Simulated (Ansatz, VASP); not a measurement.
**One calculation of ZnCu, two programs**

File INCAR:

```
PREC     = Accurate       # precision mode
ENCUT    = 600            # plane-wave cutoff, eV
EDIFF    = 1E-6           # SCF threshold, eV
ISMEAR   = 0              # smearing method
SIGMA    = 0.1            # smearing width, eV
LREAL    = False          # projectors in reciprocal space
LASPH    = True           # aspherical terms in the spheres
NELM     = 120            # most SCF steps
ALGO     = Normal         # electronic algorithm
ISIF     = 2              # what is computed and relaxed
LWAVE    = False          # write WAVECAR
LCHARG   = True           # write CHGCAR
GGA      = PE             # functional
LELF     = True           # ELF
LVHAR    = True         
NBANDS   = 18             # bands
GGA_COMPAT= False
```

File KPOINTS:

```
regular mesh
0
Gamma
  6 6 6
```

Contents of POSCAR:

```
ZnCu
1.0
    2.9205539200      0.0000000000      0.0000000000
    0.0000000000      2.9205539200      0.0000000000
    0.0000000000      0.0000000000      2.9205539200
Zn Cu
1 1
Direct
    0.5000000000      0.5000000000      0.5000000000
    0.0000000000      0.0000000000      0.0000000000
```

Input for Ansatz:

```yaml
crystal:
  lattice:
    - [2.92055392, 0.0, 0.0]
    - [0.0, 2.92055392, 0.0]
    - [0.0, 0.0, 2.92055392]
  atoms:
    - { symbol: Zn, position: [0.5, 0.5, 0.5] }
    - { symbol: Cu, position: [0.0, 0.0, 0.0] }
basis:
  ecutwfc: 420
kpoints:
  mp_grid: { grid: [6, 6, 6] }
hamiltonian:
  xc: pbe
scf:
  occupations: { method: gaussian, width: 0.1 }
output:
  forces: true
  stress: true
  eigenvalues: true
```

Alike in both runs: task single point; functional PBE; k mesh 6 × 6 × 6; occupations gaussian, width 0.1 eV; no spin polarisation.

|  | VASP | Ansatz |
| --- | --- | --- |
| version | VASP 6.6.1 | Ansatz 0.2.0 |
| potentials or method | VASP PAW PBE potentials, release 64 (Zn, Cu), cutoff 600 eV | scalar-relativistic, plane waves, PAW |
| valence electrons in the cell | 23 | 31 |

```csv
,VASP,Ansatz,Ansatz less VASP
gap on the k mesh at the Fermi level (eV),none,none,-
pressure (GPa),6.7,6.2,-0.56
```

A gap of «none» marks a metal or a gap that the smearing closes. With one functional, cell and mesh, what is left measures potentials, basis and numerics. VASP's potentials hold 23 valence electrons a cell and Ansatz's 31, so a difference there can come from the potentials and not from the codes.
